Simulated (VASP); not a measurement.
Set up this calculation in VASP 6.6.1, as the native input.

```
Task                   : single point
Functional             : LDA
Potentials or basis    : VASP PAW LDA potentials, release 64 (Ta_pv)
Cutoff                 : 520 eV
k mesh                 : 15 × 15 × 14
Occupations            : fermi-dirac, width 0.1 eV
Spin                   : no spin polarisation
Dipole correction      : no
Further INCAR settings : ALGO = Normal; EDIFF = 1e-06; NBANDS = 18
```

The structure of Ta lies in POSCAR:

```
Ta
1.0
   -3.4857007521      3.4875292408      1.4175551872
    3.4875292408     -3.4857007521      1.4175551872
    1.8466100789      1.8466100789     -1.4142063069
Ta
2
Direct
    0.9999894505      0.0000105495      1.0000000000
    0.7500105495      0.2499894505      0.5000000000
```

This cell differs from its parent crystal: volume scaled by 1.04.

One way to write it, as run:

INCAR

```
SYSTEM = Ta
ALGO = Normal
EDIFF = 1E-6
ENCUT = 520
GGA = CA
ISIF = 2
ISMEAR = -1
LASPH = .TRUE.
LCHARG = .FALSE.
LREAL = .FALSE.
LWAVE = .FALSE.
NBANDS = 18
NELM = 100
PREC = Accurate
SIGMA = 0.1
```

KPOINTS

```
k-points
0
G
  15 15 14
  0 0 0
```

Potentials or basis: VASP PAW LDA potentials, release 64 (Ta_pv).

Launch:

```console
$ cat potpaw_LDA.64/Ta_pv/POTCAR > POTCAR
$ mpirun -np 1 vasp_std > vasp.out
```

It gave:

| Property | Result |
| --- | --- |
| Pressure | -7.0 GPa |
| Largest force | 0.005 eV/Å |
| Band gap on the k mesh | zero (band 11 reaches 7.19 eV, above the bottom of band 12 at 4.57 eV) |

Caveat: spin-orbit coupling is left out, which moves the levels of the heavy elements.

It took 21 min on 1 thread of AMD EPYC 7R13, on a shared host, peak memory 0.51 GiB.
